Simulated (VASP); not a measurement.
# Ag (P-1) in VASP: further runs

Ag is run at these levels: PBEsol; tasks: single point.

Everything below comes from runs of VASP 6.6.1. Logs are shortened: lines on timing, memory, paths and dates and some standing lists are left out, and cuts for length are marked.

### 1 The cell of the first run

The typed cell holds 1 atom: a = 2.750 Å, b = 2.837 Å, c = 2.881 Å, α = 61.27°, β = 62.17°, γ = 62.89°.

### 2 Single point, PBEsol

Contents of INCAR:

```
SYSTEM = Ag
PREC     = Accurate       ! precision mode
ENCUT    = 520            ! plane-wave cutoff, eV
EDIFF    = 1E-6           ! SCF threshold, eV
ISMEAR   = 0              ! smearing method
SIGMA    = 0.15           ! smearing width, eV
LREAL    = .False.        ! projectors in reciprocal space
LASPH    = .True.         ! aspherical terms in the spheres
NELM     = 100            ! most SCF steps
ALGO     = Fast           ! electronic algorithm
ISIF     = 2              ! what is computed and relaxed
LWAVE    = .False.        ! write WAVECAR
LCHARG   = .False.        ! write CHGCAR
GGA      = PS             ! functional
NBANDS   = 12             ! bands
```

Contents of KPOINTS:

```
Automatic mesh
0
Gamma
  14 14 14
  0 0 0
```

Contents of POSCAR:

```
Ag
1.0
   -0.0383145568      1.9617819999      1.9262204239
    2.0515959885     -0.0708799725      1.9587858396
    2.0645426724      2.0072940994     -0.0838266564
Ag
1
Direct
    0.0000000000      0.0000000000      0.0000000000
```

Potentials or basis: VASP PAW PBE potentials, release 64 (Ag).

Launch:

```sh
$ cat potpaw_PBE.64/Ag/POTCAR > POTCAR
$ mpirun -np 1 vasp_std > vasp.out
```

OUTCAR:

```text
SYSTEM = Ag
   PREC = Accurate
   ENCUT = 520
   EDIFF = 1E-6
   ISMEAR = 0
   LREAL = .False.
   LASPH = .True.
   NELM = 100
   ISIF = 2
   GGA = PS

 ion  position               nearest neighbor table
   1  0.000  0.000  0.000-

  LATTYP: Found a triclinic cell.
 ALAT       =     5.0525989029
 B/A-ratio  =     0.5767276292
 C/A-ratio  =     0.8223187675
 COS(alpha) =     0.0087365489
 COS(beta)  =     0.4113889971
 COS(gamma) =     0.8735027251

  Lattice vectors:

 A1 = (  -2.0774893563,  -4.0854681713,   2.1264391524)
 A2 = (  -0.0129466839,  -2.0781740719,   2.0426124960)
 A3 = (  -4.1544532177,   0.0253678730,   0.0512612407)

Analysis of symmetry for initial positions (statically):
=====================================================================
 Subroutine PRICEL returns:
 Original cell was already a primitive cell.

 Routine SETGRP: Setting up the symmetry group for a
 triclinic supercell.

 Subroutine GETGRP returns: Found  2 space group operations
 (whereof  2 operations were pure point group operations)
 out of a pool of  2 trial point group operations.

The static configuration has the point symmetry S_2 .

Analysis of symmetry for dynamics (positions and initial velocities):
=====================================================================
 Subroutine PRICEL returns:
 Original cell was already a primitive cell.

 Routine SETGRP: Setting up the symmetry group for a
 triclinic supercell.

 Subroutine GETGRP returns: Found  2 space group operations
 (whereof  2 operations were pure point group operations)
 out of a pool of  2 trial point group operations.

The dynamic configuration has the point symmetry S_2 .

 Subroutine INISYM returns: Found  2 space group operations
 (whereof  2 operations are pure point group operations),
 and found     1 'primitive' translations

----------------------------------------------------------------------------------------

                                     Primitive cell

  volume of cell :      16.6356

  direct lattice vectors                    reciprocal lattice vectors
    -0.038314557  1.961782000  1.926220424    -0.235995029  0.253431001  0.256347390
     2.051595988 -0.070879972  1.958785840     0.242308173 -0.238858459  0.248087991
     2.064542672  2.007294099 -0.083826656     0.239200423  0.242063852 -0.241774848

  length of vectors
     2.749614835  2.837412912  2.880727852     0.430853700  0.421087004  0.417452785

  position of ions in fractional coordinates (direct lattice)
     0.000000000  0.000000000  0.000000000

  ion indices of the primitive-cell ions
   primitive index   ion index
                 1           1

----------------------------------------------------------------------------------------

 KPOINTS: Automatic mesh

Automatic generation of k-mesh.
 Grid dimensions read from file:
 generate k-points for:   14   14   14

 Generating k-lattice:

  Cartesian coordinates                     Fractional coordinates (reciprocal lattice)
    -0.016856788  0.018102214  0.018310528     0.071428571  0.000000000  0.000000000
     0.017307727 -0.017061318  0.017720571     0.000000000  0.071428571  0.000000000
     0.017085744  0.017290275 -0.017269632     0.000000000 -0.000000000  0.071428571

  Length of vectors
     0.030775264  0.030077643  0.029818056

  Shift w.r.t. Gamma in fractional coordinates (k-lattice)
     0.000000000  0.000000000  0.000000000

 Subroutine IBZKPT returns following result:
 ===========================================

 Found   1376 irreducible k-points:

 Following reciprocal coordinates:
            Coordinates               Weight
  0.000000  0.000000  0.000000      1.000000
  0.071429  0.000000  0.000000      2.000000
  0.142857 -0.000000  0.000000      2.000000
  0.214286 -0.000000  0.000000      2.000000
  0.285714 -0.000000  0.000000      2.000000
  0.357143 -0.000000  0.000000      2.000000
[... 16 lines left out ...]
 -0.000000  0.142857 -0.000000      2.000000
  0.071429  0.142857 -0.000000      2.000000
 [... further k-points ...]
   k-points           NKPTS =   1376   k-points in BZ     NKDIM =   1376   number of bands    NBANDS=     12
   number of dos      NEDOS =    301   number of ions     NIONS =      1
   total plane-waves  NPLWV =  11520
   dimension x,y,z NGX =    20 NGY =   24 NGZ =   24
   dimension x,y,z NGXF=    40 NGYF=   48 NGZF=   48
   ions per type =               1
   NGX,Y,Z   is equivalent  to a cutoff of  12.09, 14.06, 13.85 a.u.
   NGXF,Y,Z  is equivalent  to a cutoff of  24.18, 28.12, 27.70 a.u.
 SYSTEM =  Ag
   PREC   = accura    normal or accurate (medium, high low for compatibility)
   ISTART =      0    job   : 0-new  1-cont  2-samecut
   ICHARG =      2    charge: 1-file 2-atom 10-const
   ISPIN  =      1    spin polarized calculation?
   LNONCOLLINEAR =      F non collinear calculations
   LSORBIT =      F    spin-orbit coupling
   LASPH  =      T    aspherical Exc in radial PAW
   ENCUT  =  520.0 eV  38.22 Ry    6.18 a.u.   5.11  5.28  5.36*2*pi/ulx,y,z
   NELM   =    100;   NELMIN=  2; NELMDL= -5     # of ELM steps
   EDIFF  = 0.1E-05   stopping-criterion for ELM
   LREAL  =      F    real-space projection
   EDIFFG = 0.1E-04   stopping-criterion for IOM
   NSW    =      0    number of steps for IOM
   IBRION =     -1    ionic relax: 0-MD 1-quasi-New 2-CG
   NFREE  =      0    steps in history (QN), initial steepest desc. (CG)
   ISIF   =      2    stress and relaxation
   ISYM   =      2    0-nonsym 1-usesym 2-fastsym
   POTIM  = 0.5000    time-step for ionic-motion
   TEBEG  =    0.0;   TEEND  =   0.0 temperature during run
   PSTRESS=    0.0 pullay stress
   NELECT =      11.0000    total number of electrons
   NUPDOWN=      -1.0000    fix difference up-down
   EMIN   =  10.00;   EMAX   =-10.00  energy-range for DOS
   EFERMI =   0.00;   METHOD = LEGACY
   ISMEAR =     0;   SIGMA  =   0.15  broadening in eV -4-tet -1-fermi 0-gaus
   EFERMI_NEDOS =   21; number of points for ismear=-14 and -15
   IALGO  =     68    algorithm
   IMIX   =      4    mixing-type and parameters
     AMIX     =   0.40;   BMIX     =  1.00
     AMIX_MAG =   1.60;   BMIX_MAG =  1.00
  volume/ion in A,a.u.               =      16.64       112.26
  Fermi-wavevector in a.u.,A,eV,Ry     =   1.426241  2.695205 27.676477  2.034164
  Thomas-Fermi vector in A             =   2.546539
   LORBIT       =      0    0 simple, 1 ext, 2 COOP (PROOUT), +10 PAW based schemes
   GGA     = PS    functional components
   LHFCALC =     F    Hartree Fock is set to
   AEXX    =    0.0000 exact exchange contribution
   IVDW    =     0    specifies the selected vdW correction
   LEPSILON=     F    determine dielectric tensor
   LRPA    =     F    only Hartree local field effects (RPA)
 non-spin polarized calculation
 RMM-DIIS sequential band-by-band and
 Gauss-broadening in eV      SIGMA  =   0.15
  energy-cutoff  :      520.00
  volume of cell :       16.64
 maximum number of plane-waves:       465
   NGX = 11   NGY = 11   NGZ = 11

 number of electron      11.0000000 magnetization

 Free energy of the ion-electron system (eV)
  ---------------------------------------------------
  ext. energy  EPLUGINS =         0.00000000
  ---------------------------------------------------
  free energy    TOTEN  =        -3.29562056 eV

  energy without entropy =       -3.29257931  energy(sigma->0) =       -3.29409994

 E-fermi :   8.5551     XC(G=0): -12.5574

 val. band max:        8.5543809012   @ k =   0.0000   0.4286   0.4286
 cond. band min:       8.5608862783   @ k =   0.5000   0.3571   0.3571
 fundamental gap:      0.0065053771
 Fermi energy:         8.5551186604

 k-point     1 :       0.0000    0.0000    0.0000
  band No.  band energies     occupation
      1       0.5634      2.00000
      2       3.4643      2.00000
      3       3.5911      2.00000
      4       4.0333      2.00000
      5       4.7003      2.00000
      6       4.9603      2.00000
      7      24.4947      0.00000
      8      27.4776      0.00000
      9      27.9952      0.00000
     10      29.7587      0.00000
     11      32.9401      0.00000
     12      33.4945      0.00000

 k-point     2 :       0.0714    0.0000    0.0000
  band No.  band energies     occupation
      1       0.7301      2.00000
      2       3.4917      2.00000
      3       3.6305      2.00000
      4       4.0252      2.00000
      5       4.6844      2.00000
      6       4.9299      2.00000
      7      24.5890      0.00000
      8      27.0124      0.00000
      9      27.6008      0.00000
     10      29.3983      0.00000
     11      32.8987      0.00000
     12      33.4288      0.00000

 k-point     3 :       0.1429   -0.0000    0.0000
  band No.  band energies     occupation
      1       1.1975      2.00000
      2       3.5348      2.00000
      3       3.7263      2.00000
      4       4.0479      2.00000
      5       4.6703      2.00000
      6       4.8686      2.00000
      7      24.0672      0.00000
      8      25.4298      0.00000
      9      27.8292      0.00000
     10      29.3157      0.00000
     11      31.8695      0.00000
     12      32.9297      0.00000
[... 286 lines left out ...]
 k-point    23 :      -0.0000    0.1429   -0.0000
  band No.  band energies     occupation
      1       1.1533      2.00000
      2       3.4672      2.00000
      3       3.6247      2.00000
      4       4.1623      2.00000
      5       4.7052      2.00000
      6       4.9221      2.00000
      7      23.2703      0.00000
      8      25.5161      0.00000
      9      28.1783      0.00000
     10      29.8496      0.00000
     11      31.6813      0.00000
     12      33.2223      0.00000

 k-point    24 :       0.0714    0.1429   -0.0000
  band No.  band energies     occupation
      1       1.1434      2.00000
      2       3.5314      2.00000
      3       3.6181      2.00000
      4       4.0994      2.00000
      5       4.7347      2.00000
      6       4.8625      2.00000
      7      23.9995      0.00000
      8      25.4157      0.00000
      9      27.6203      0.00000
     10      29.0051      0.00000
     11      32.5469      0.00000
     12      33.4361      0.00000

 [... further k-points ...]
[... 5 lines left out ...]
  --------------------------------------------------------------------------------------
  -------------------------------------------------------------------------------------
  Total       -0.0732019      0.0988345      0.1548587      0.0385018      0.3495379      0.1289252
  in kB       -7.0500895      9.5187706     14.9144749      3.7081173     33.6640653     12.4168117
  external PRESSURE =       5.7943853 kB  Pullay stress =       0.0000000 kB

 VOLUME and BASIS-vectors are now :
 -----------------------------------------------------------------------------
  energy-cutoff  :      520.00
  volume of cell :       16.64
      direct lattice vectors                 reciprocal lattice vectors
    -0.038314557  1.961782000  1.926220424    -0.235995029  0.253431001  0.256347390
     2.051595988 -0.070879972  1.958785840     0.242308173 -0.238858459  0.248087991
     2.064542672  2.007294099 -0.083826656     0.239200423  0.242063852 -0.241774848

 POSITION                                       TOTAL-FORCE (eV/Angst)
 -----------------------------------------------------------------------------------
      0.00000      0.00000      0.00000        -0.000000      0.000000     -0.000000
 -----------------------------------------------------------------------------------
    total drift:                                0.000000     -0.000000     -0.000000

  FREE ENERGIE OF THE ION-ELECTRON SYSTEM (eV)
  ---------------------------------------------------
  free  energy   TOTEN  =        -3.2956205609 eV

  energy  without entropy=       -3.2925793121  energy(sigma->0) =       -3.29409994
```

It took 2 min on 1 thread of AMD EPYC 9R45 (Zen 5), shared host; peak memory 0.33 GiB.

What came out:

```
Free energy            : -3.2956 eV
Pressure               : 0.6 GPa
Band gap on the k mesh : zero (an odd number of electrons rules out a gap without spin polarisation)
```

Stress tensor (GPa, compression positive):
```
-0.71  0.37  1.24
 0.37  0.95  3.37
 1.24  3.37  1.49
```

Caveat: the PAW data sets were made with another functional, which shifts forces and pressure a little.

(Continued in part 2 of 2.)
